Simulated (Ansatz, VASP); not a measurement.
One calculation of HgTe, two programs

```xyz
2
Lattice="0.0000 3.2559 3.2559 3.2559 0.0000 3.2559 3.2559 3.2559 0.0000" Properties=species:S:1:pos:R:3 pbc="T T T"
Hg    0.0000    0.0000    0.0000
Te    4.8838    4.8838    4.8838
```

Alike in both runs: task single point; functional PBEsol; k mesh 10 × 10 × 10; occupations gaussian, width 0.15 eV; no spin polarisation.

```csv
,VASP,Ansatz
version,VASP 6.6.1,Ansatz 0.2.0
potentials or method,"VASP PAW PBE potentials, release 64 (Hg, Te), cutoff 520 eV","scalar-relativistic, plane waves, PAW"
valence electrons in the cell,18,36
```

```csv
,VASP,Ansatz,Ansatz less VASP
gap on the k mesh at the Fermi level (eV),none,none,-
pressure (GPa),0.1,0.0,-0.11
```

VASP's potentials were made for PBE, not for PBEsol. A gap of «none» marks a metal or a gap that the smearing closes. VASP's potentials hold 18 valence electrons a cell and Ansatz's 36, so a difference there can come from the potentials and not from the codes.

Spin-orbit coupling is off throughout.
